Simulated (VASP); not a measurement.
# Na2S (Fm-3m) in VASP: a series of runs

Na2S is run at these levels: PBEsol; tasks: single point.

Everything below comes from runs of VASP 6.6.1. Logs are shortened: lines on timing, memory, paths and dates and some standing lists are left out, and cuts for length are marked.

**1. The cell of the first run**

Symmetry: Fm-3m, No. 225, cubic system. Conventional cell: a = 6.526 Å, b = 6.526 Å, c = 6.526 Å, α = 90.00°, β = 90.00°, γ = 90.00°. Within 3.7 Å of Na (site symmetry -43m) lie 4 S at 2.83 Å and 6 Na at 3.26 Å. S (site symmetry m-3m) has 8 Na at 2.83 Å within 3.7 Å.

**2. Single point, PBEsol**

The input, INCAR:

```
PREC     = Accurate       # precision mode
ENCUT    = 500            # plane-wave cutoff, eV
EDIFF    = 1E-6           # SCF threshold, eV
ISMEAR   = 0              # smearing method
SIGMA    = 0.05           # smearing width, eV
LREAL    = F              # projectors in reciprocal space
LASPH    = T              # aspherical terms in the spheres
NELM     = 120            # most SCF steps
ALGO     = Normal         # electronic algorithm
ISIF     = 2              # what is computed and relaxed
LWAVE    = F              # write WAVECAR
LCHARG   = F              # write CHGCAR
GGA      = PS             # functional
NBANDS   = 17             # bands
GGA_COMPAT= F
```

The input, KPOINTS:

```
regular mesh
0
Gamma
  10 10 10
```

The input, POSCAR:

```
Na2S
1.0
    0.0000000000      3.2629996103      3.2629996103
    3.2629996103      0.0000000000      3.2629996103
    3.2629996103      3.2629996103      0.0000000000
Na S
2 1
Direct
    0.2500000000      0.2500000000      0.2500000000
    0.7500000000      0.7500000000      0.7500000000
    0.0000000000      0.0000000000      0.0000000000
```

Potentials or basis: VASP PAW PBE potentials, release 64 (Na_pv, S).

Command:

```bash
> cat potpaw_PBE.64/Na_pv/POTCAR potpaw_PBE.64/S/POTCAR > POTCAR
> mpirun -np 1 vasp_std > vasp.out
```

OUTCAR:

```text
PREC = Accurate
   ENCUT = 500
   EDIFF = 1E-6
   ISMEAR = 0
   LREAL = F
   LASPH = T
   NELM = 120
   ISIF = 2
   GGA = PS

 ion  position               nearest neighbor table
   1  0.250  0.250  0.250-
   2  0.750  0.750  0.750-
   3  0.000  0.000  0.000-

  LATTYP: Found a face centered cubic cell.
 ALAT       =     6.5259992206

  Lattice vectors:

 A1 = (   0.0000000000,   3.2629996103,   3.2629996103)
 A2 = (   3.2629996103,   0.0000000000,   3.2629996103)
 A3 = (   3.2629996103,   3.2629996103,   0.0000000000)

Analysis of symmetry for initial positions (statically):
=====================================================================
 Subroutine PRICEL returns:
 Original cell was already a primitive cell.

 Routine SETGRP: Setting up the symmetry group for a
 face centered cubic supercell.

 Subroutine GETGRP returns: Found 48 space group operations
 (whereof 48 operations were pure point group operations)
 out of a pool of 48 trial point group operations.

The static configuration has the point symmetry O_h .

Analysis of symmetry for dynamics (positions and initial velocities):
=====================================================================
 Subroutine PRICEL returns:
 Original cell was already a primitive cell.

 Routine SETGRP: Setting up the symmetry group for a
 face centered cubic supercell.

 Subroutine GETGRP returns: Found 48 space group operations
 (whereof 48 operations were pure point group operations)
 out of a pool of 48 trial point group operations.

The dynamic configuration has the point symmetry O_h .

 Subroutine INISYM returns: Found 48 space group operations
 (whereof 48 operations are pure point group operations),
 and found     1 'primitive' translations

----------------------------------------------------------------------------------------

                                     Primitive cell

  volume of cell :      69.4834

  direct lattice vectors                    reciprocal lattice vectors
     0.000000000  3.262999610  3.262999610    -0.153233239  0.153233239  0.153233239
     3.262999610  0.000000000  3.262999610     0.153233239 -0.153233239  0.153233239
     3.262999610  3.262999610  0.000000000     0.153233239  0.153233239 -0.153233239

  length of vectors
     4.614578303  4.614578303  4.614578303     0.265407756  0.265407756  0.265407756

  position of ions in fractional coordinates (direct lattice)
     0.250000000  0.250000000  0.250000000
     0.750000000  0.750000000  0.750000000
     0.000000000  0.000000000  0.000000000

  ion indices of the primitive-cell ions
   primitive index   ion index
                 1           1
                 2           2
                 3           3

----------------------------------------------------------------------------------------

 KPOINTS: regular mesh

Automatic generation of k-mesh.
 Grid dimensions read from file:
 generate k-points for:   10   10   10

 Generating k-lattice:

  Cartesian coordinates                     Fractional coordinates (reciprocal lattice)
    -0.015323324  0.015323324  0.015323324     0.100000000  0.000000000  0.000000000
     0.015323324 -0.015323324  0.015323324     0.000000000  0.100000000  0.000000000
     0.015323324  0.015323324 -0.015323324     0.000000000  0.000000000  0.100000000

  Length of vectors
     0.026540776  0.026540776  0.026540776

  Shift w.r.t. Gamma in fractional coordinates (k-lattice)
     0.000000000  0.000000000  0.000000000

 Subroutine IBZKPT returns following result:
 ===========================================

 Found     47 irreducible k-points:

 Following reciprocal coordinates:
            Coordinates               Weight
  0.000000  0.000000  0.000000      1.000000
  0.100000  0.000000  0.000000      8.000000
  0.200000  0.000000  0.000000      8.000000
  0.300000  0.000000  0.000000      8.000000
  0.400000  0.000000  0.000000      8.000000
  0.500000  0.000000  0.000000      4.000000
[... 16 lines left out ...]
  0.300000  0.300000  0.000000      6.000000
  0.400000  0.300000  0.000000     24.000000
 [... further k-points ...]
   k-points           NKPTS =     47   k-points in BZ     NKDIM =     47   number of bands    NBANDS=     17
   number of dos      NEDOS =    301   number of ions     NIONS =      3
   total plane-waves  NPLWV =  46656
   dimension x,y,z NGX =    36 NGY =   36 NGZ =   36
   dimension x,y,z NGXF=    72 NGYF=   72 NGZF=   72
   ions per type =               2   1
   NGX,Y,Z   is equivalent  to a cutoff of  12.97, 12.97, 12.97 a.u.
   NGXF,Y,Z  is equivalent  to a cutoff of  25.94, 25.94, 25.94 a.u.
 SYSTEM =  unknown system
   PREC   = accura    normal or accurate (medium, high low for compatibility)
   ISTART =      0    job   : 0-new  1-cont  2-samecut
   ICHARG =      2    charge: 1-file 2-atom 10-const
   ISPIN  =      1    spin polarized calculation?
   LNONCOLLINEAR =      F non collinear calculations
   LSORBIT =      F    spin-orbit coupling
   LASPH  =      T    aspherical Exc in radial PAW
   ENCUT  =  500.0 eV  36.75 Ry    6.06 a.u.   8.41  8.41  8.41*2*pi/ulx,y,z
   NELM   =    120;   NELMIN=  2; NELMDL= -5     # of ELM steps
   EDIFF  = 0.1E-05   stopping-criterion for ELM
   LREAL  =      F    real-space projection
   EDIFFG = 0.1E-04   stopping-criterion for IOM
   NSW    =      0    number of steps for IOM
   IBRION =     -1    ionic relax: 0-MD 1-quasi-New 2-CG
   NFREE  =      0    steps in history (QN), initial steepest desc. (CG)
   ISIF   =      2    stress and relaxation
   ISYM   =      2    0-nonsym 1-usesym 2-fastsym
   POTIM  = 0.5000    time-step for ionic-motion
   TEBEG  =    0.0;   TEEND  =   0.0 temperature during run
   PSTRESS=    0.0 pullay stress
   NELECT =      20.0000    total number of electrons
   NUPDOWN=      -1.0000    fix difference up-down
   EMIN   =  10.00;   EMAX   =-10.00  energy-range for DOS
   EFERMI =   0.00;   METHOD = LEGACY
   ISMEAR =     0;   SIGMA  =   0.05  broadening in eV -4-tet -1-fermi 0-gaus
   EFERMI_NEDOS =   21; number of points for ismear=-14 and -15
   IALGO  =     38    algorithm
   IMIX   =      4    mixing-type and parameters
     AMIX     =   0.40;   BMIX     =  1.00
     AMIX_MAG =   1.60;   BMIX_MAG =  1.00
  volume/ion in A,a.u.               =      23.16       156.30
  Fermi-wavevector in a.u.,A,eV,Ry     =   1.080914  2.042631 15.896708  1.168375
  Thomas-Fermi vector in A             =   2.216917
   LORBIT       =      0    0 simple, 1 ext, 2 COOP (PROOUT), +10 PAW based schemes
   GGA     = PS    functional components
   LHFCALC =     F    Hartree Fock is set to
   AEXX    =    0.0000 exact exchange contribution
   IVDW    =     0    specifies the selected vdW correction
   LEPSILON=     F    determine dielectric tensor
   LRPA    =     F    only Hartree local field effects (RPA)
 non-spin polarized calculation
 Gauss-broadening in eV      SIGMA  =   0.05
  energy-cutoff  :      500.00
  volume of cell :       69.48
 maximum number of plane-waves:      1807
 NGX is ok and might be reduce to    36
   NGX = 17   NGY = 17   NGZ = 17

 number of electron      19.9999985 magnetization

 Free energy of the ion-electron system (eV)
  ---------------------------------------------------
  ext. energy  EPLUGINS =         0.00000000
  ---------------------------------------------------
  free energy    TOTEN  =       -10.37459167 eV

  energy without entropy =      -10.37459167  energy(sigma->0) =      -10.37459167

 E-fermi :   0.4349     XC(G=0):  -7.9794

 val. band max:        0.1391138597   @ k =   0.0000   0.0000   0.0000
 cond. band min:       2.5289130428   @ k =   0.0000   0.0000   0.0000
 fundamental gap:      2.3897991831
 Fermi energy:         0.4349366400

 k-point     1 :       0.0000    0.0000    0.0000
  band No.  band energies     occupation
      1     -21.9097      2.00000
      2     -21.9097      2.00000
      3     -21.9097      2.00000
      4     -21.8535      2.00000
      5     -21.8535      2.00000
      6     -21.8535      2.00000
[... 9 lines left out ...]
     16       9.4545      0.00000
     17      11.2712      0.00000

 k-point     2 :       0.1000    0.0000    0.0000
  band No.  band energies     occupation
      1     -21.9088      2.00000
      2     -21.9084      2.00000
      3     -21.9084      2.00000
      4     -21.8556      2.00000
      5     -21.8549      2.00000
      6     -21.8549      2.00000
[... 9 lines left out ...]
     16       9.1533      0.00000
     17      10.9553      0.00000

 k-point     3 :       0.2000    0.0000    0.0000
  band No.  band energies     occupation
      1     -21.9062      2.00000
      2     -21.9047      2.00000
      3     -21.9047      2.00000
      4     -21.8615      2.00000
      5     -21.8591      2.00000
      6     -21.8591      2.00000
[... 9 lines left out ...]
     16       9.0250      0.00000
     17      10.4984      0.00000

 k-point     4 :       0.3000    0.0000    0.0000
  band No.  band energies     occupation
      1     -21.9020      2.00000
      2     -21.8987      2.00000
      3     -21.8987      2.00000
      4     -21.8699      2.00000
      5     -21.8656      2.00000
      6     -21.8656      2.00000
[... 9 lines left out ...]
     16       9.5788      0.00000
     17      10.3936      0.00000
[... 343 lines left out ...]
      1     -21.9184      2.00000
      2     -21.8901      2.00000
      3     -21.8876      2.00000
      4     -21.8811      2.00000
      5     -21.8768      2.00000
      6     -21.8483      2.00000
[... 9 lines left out ...]
     16      10.8182      0.00000
     17      11.5829      0.00000

 k-point    23 :       0.3000    0.3000    0.0000
  band No.  band energies     occupation
      1     -21.9174      2.00000
      2     -21.9174      2.00000
      3     -21.9086      2.00000
      4     -21.8635      2.00000
      5     -21.8485      2.00000
      6     -21.8485      2.00000
[... 9 lines left out ...]
     16      10.6346      0.00000
     17      12.8749      0.00000

 k-point    24 :       0.4000    0.3000    0.0000
  band No.  band energies     occupation
      1     -21.9200      2.00000
      2     -21.9174      2.00000
      3     -21.9173      2.00000
      4     -21.8540      2.00000
      5     -21.8493      2.00000
      6     -21.8490      2.00000
[... 9 lines left out ...]
     16      11.3062      0.00000
     17      12.2441      0.00000

 [... further k-points ...]

------------------------ aborting loop because EDIFF is reached ----------------------------------------

  FORCE on cell =-STRESS in cart. coord.  units (eV):
  Direction    XX          YY          ZZ          XY          YZ          ZX
  --------------------------------------------------------------------------------------
  -------------------------------------------------------------------------------------
  Total       -0.1079413     -0.1079413     -0.1079413      0.0000000     -0.0000000      0.0000000
  in kB       -2.4889563     -2.4889563     -2.4889563      0.0000000     -0.0000000      0.0000000
  external PRESSURE =      -2.4889563 kB  Pullay stress =       0.0000000 kB

 VOLUME and BASIS-vectors are now :
 -----------------------------------------------------------------------------
  energy-cutoff  :      500.00
  volume of cell :       69.48
      direct lattice vectors                 reciprocal lattice vectors
     0.000000000  3.262999610  3.262999610    -0.153233239  0.153233239  0.153233239
     3.262999610  0.000000000  3.262999610     0.153233239 -0.153233239  0.153233239
     3.262999610  3.262999610  0.000000000     0.153233239  0.153233239 -0.153233239

 POSITION                                       TOTAL-FORCE (eV/Angst)
 -----------------------------------------------------------------------------------
      1.63150      1.63150      1.63150        -0.000000     -0.000000      0.000000
      4.89450      4.89450      4.89450        -0.000000      0.000000     -0.000000
      0.00000      0.00000      0.00000         0.000000      0.000000      0.000000
 -----------------------------------------------------------------------------------
    total drift:                                0.000000      0.000000      0.000000

  FREE ENERGIE OF THE ION-ELECTRON SYSTEM (eV)
  ---------------------------------------------------
  free  energy   TOTEN  =       -10.3745916727 eV

  energy  without entropy=      -10.3745916727  energy(sigma->0) =      -10.37459167
```

It took 86 s on 1 thread of Intel Xeon 8259CL, shared host; peak memory 0.21 GiB.

Results:

| Item | Value |
| --- | --- |
| Free energy | -10.3746 eV |
| Pressure | -0.2 GPa |
| Band gap on the k mesh | 2.39 eV |

Caveat: the PAW data sets were made with another functional, which shifts forces and pressure a little. A k mesh can miss the band edges.

**3. Single point, PBEsol**

The input, INCAR:

```
SYSTEM = Na2S
PREC = Accurate
ENCUT = 500
EDIFF = 1E-6
ISMEAR = 0
SIGMA = 0.05
LREAL = .FALSE.
LASPH = .TRUE.
NELM = 120
ALGO = Normal
ISIF = 2
LWAVE = .FALSE.
LCHARG = .FALSE.
GGA = PS
NBANDS = 17
GGA_COMPAT = .FALSE.
```

The input, KPOINTS:

```
regular mesh
0
G
  10 10 10
  0 0 0
```

POSCAR is that of step 2.

Potentials or basis: VASP PAW PBE potentials, release 64 (Na_pv, S).

Command:

```bash
> cat potpaw_PBE.64/Na_pv/POTCAR potpaw_PBE.64/S/POTCAR > POTCAR
> mpirun -np 1 vasp_std > vasp.out
```

It took 78 s on 1 thread of Intel Xeon 8259CL, shared host; peak memory 0.21 GiB.

It converged, with:

```yaml
Free_energy: -10.3746 eV
Pressure: -0.2 GPa
Band_gap_on_the_k_mesh: 2.39 eV
```

Levels at points of the mesh, in eV from the valence-band top:
| k point | band 6 | band 7 | band 8 | band 9 | band 10 | band 11 | band 12 | band 13 | band 14 | band 15 |
| --- | --- | --- | --- | --- | --- | --- | --- | --- | --- | --- |
| (0.00, 0.00, 0.00) | -21.99 | -10.14 | 0.00 | 0.00 | 0.00 | 2.39 | 7.69 | 7.69 | 7.69 | 9.32 |
| (0.50, 0.00, 0.00) | -22.02 | -9.88 | -1.69 | -0.13 | -0.13 | 4.74 | 6.34 | 7.08 | 7.08 | 11.18 |
| (0.50, 0.50, 0.00) | -21.98 | -9.80 | -1.50 | -0.47 | -0.47 | 3.70 | 5.97 | 8.45 | 9.71 | 9.71 |

Caveat: the PAW data sets were made with another functional, which shifts forces and pressure a little.
